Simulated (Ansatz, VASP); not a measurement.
**Two plane-wave programs on W**

Contents of INCAR:

```
  PREC = Accurate
  ENCUT = 600
  EDIFF = 1E-7
  ISMEAR = 0
  SIGMA = 0.1
  LREAL = False
  LASPH = True
  NELM = 100
  ALGO = Normal
  ISIF = 3
  LWAVE = False
  LCHARG = False
  GGA = PE
  IBRION = 2
  NSW = 80
  EDIFFG = -0.005
```

Contents of KPOINTS:

```
Automatic mesh
0
Gamma
  24 24 24
```

POSCAR

```
W
1.0
   -1.5850000000      1.5850000000      1.5850000000
    1.5850000000     -1.5850000000      1.5850000000
    1.5850000000      1.5850000000     -1.5850000000
W
1
Direct
    0.0000000000      0.0000000000      0.0000000000
```

Input for Ansatz:

```yaml
crystal:
  lattice:
    - [-1.585, 1.585, 1.585]
    - [1.585, -1.585, 1.585]
    - [1.585, 1.585, -1.585]
  atoms:
    - { symbol: W, position: [0.0, 0.0, 0.0] }
scf:
  occupations: { method: gaussian, width: 0.1 }
output:
  forces: true
  stress: true
  eigenvalues: true
  write_density: true
  write_potential: true
  elf: true
  volumetric_format: npy
hamiltonian:
  xc: pbe
kpoints:
  mp_grid: { grid: [24, 24, 24] }
relax:
  f_tol: 0.005
  max_steps: 60
  cell: { stress_tol: 0.02 }
```

Alike in both runs: task relaxation of cell and atoms; functional PBE; k mesh 24 × 24 × 24; occupations gaussian, width 0.1 eV; no spin polarisation.

|  | VASP | Ansatz |
| --- | --- | --- |
| version | VASP 6.6.1 | Ansatz 0.2.0 |
| potentials or method | VASP PAW PBE potentials, release 64 (W_sv) | scalar-relativistic, plane waves, PAW |
| plane-wave cutoff (eV) | 600 | 420 |
| valence electrons in the cell | 14 | 14 |

|  | VASP | Ansatz | Ansatz less VASP |
| --- | --- | --- | --- |
| gap on the k mesh at the Fermi level, each at its own relaxed structure (eV) | none | none | - |
| relaxed volume (Å³/atom) | 16.17 | 16.14 | -0.030 |
| relaxed cell length with the largest relative difference (Å) | 2.759 | 2.757 | -0.0017 |

A gap of «none» marks a metal or a gap that the smearing closes.

Neither program's run includes spin-orbit coupling.
